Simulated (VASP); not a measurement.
ScAl3, 4 atoms in the cell. Symmetry: Pm-3m, No. 221, cubic system. Conventional cell: a = 4.088 Å, b = 4.088 Å, c = 4.088 Å, α = 90.00°, β = 90.00°, γ = 90.00°. Within 3.8 Å of Sc (site symmetry m-3m) lie 12 Al at 2.89 Å. Within 3.8 Å of Al (site symmetry 4/mmm) lie 4 Sc at 2.89 Å and 8 Al at 2.89 Å. 

* Program: VASP 6.6.1
* Task: single point
* Functional: PBE
* Potentials or basis: VASP PAW PBE potentials, release 64 (Sc_sv, Al)
* Cutoff: 520 eV
* k mesh: 6 × 6 × 6
* Occupations: methfessel-paxton, width 0.1 eV
* Spin: no spin polarisation
* Dipole correction: no
* Further INCAR settings: ALGO = Normal; EDIFF = 1e-06; NBANDS = 18

Potentials or basis: VASP PAW PBE potentials, release 64 (Sc_sv, Al).

Launch:

```console
$ cat potpaw_PBE.64/Sc_sv/POTCAR potpaw_PBE.64/Al/POTCAR > POTCAR
$ mpirun -np 1 vasp_std > vasp.out
```

Hardware: 1 thread of Intel(R) Xeon(R) Platinum 8488C (Sapphire Rapids), with other jobs on the host.

Task: Estimate the wall time of this run.

Result: It took 13 s on 1 thread of Intel(R) Xeon(R) Platinum 8488C (Sapphire Rapids), with other jobs on the host, peak memory 0.17 GiB. Counts: scf iterations 13, k points 20.
